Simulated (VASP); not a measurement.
Write the native input for VASP 6.6.1 that does the following.

| Item | Value |
| --- | --- |
| Task | relaxation of cell and atoms |
| Functional | PBE |
| Potentials or basis | VASP PAW PBE potentials, release 64 (Se) |
| Cutoff | 600 eV |
| k mesh | 20 × 20 × 20 |
| Occupations | fermi-dirac, width 0.1 eV |
| Spin | no spin polarisation |
| Target pressure | 460 GPa |
| Dipole correction | no |
| Further INCAR settings | ALGO = Normal; EDIFF = 1e-06; IBRION = 2; EDIFFG = -0.005; NSW = 32; ISIF = 3 |

The structure of Se lies in POSCAR:

```
Se
1.0
   -2.0025434993      2.0025434993      1.0657169113
    2.0025434993     -2.0025434993      1.0657169113
    2.0025434993      2.0025434993     -1.0657169113
Se
2
Direct
   -0.3750000000     -0.1250000000     -0.2500000000
    0.3750000000      0.1250000000      0.2500000000
```

One way to write it, as run:

INCAR

```
SYSTEM = Se
PREC = Accurate
ENCUT = 600
EDIFF = 1E-6
ISMEAR = -1
SIGMA = 0.1
LREAL = .False.
LASPH = .True.
NELM = 60
ALGO = Normal
ISIF = 3
LWAVE = .False.
LCHARG = .False.
GGA = PE
IBRION = 2
NSW = 32
EDIFFG = -0.005
PSTRESS = 4600.0
```

KPOINTS

```
regular mesh
0
Gamma
  20 20 20
  0 0 0
```

Potentials or basis: VASP PAW PBE potentials, release 64 (Se).

Launch:

```console
$ cat potpaw_PBE.64/Se/POTCAR > POTCAR
$ mpirun -np 1 vasp_std > vasp.out
```

Results of the run:

| Property | Result |
| --- | --- |
| Relaxed volume | 8.61 Å³/atom |
| Relaxed cell | a = 3.034 Å, b = 3.034 Å, c = 3.034 Å, α = 97.13°, β = 97.13°, γ = 138.75° |
| Space group after relaxing (to 0.1 Å) | I4_1/amd (No. 141) |
| Energy change on relaxing (the run minimises the enthalpy) | -191.5 meV/atom |
| Ionic steps | 4 |
| Pressure after relaxing | 459.9 GPa |
| Band gap on the k mesh | zero (bands 6 and 7 overlap by 13.29 eV) |

Caveat: the cell is relaxed towards a set pressure, so the run minimises the enthalpy, not the energy.

It took 4.2 min on 1 thread of Intel Xeon 8259CL, on a shared host, peak memory 0.26 GiB.
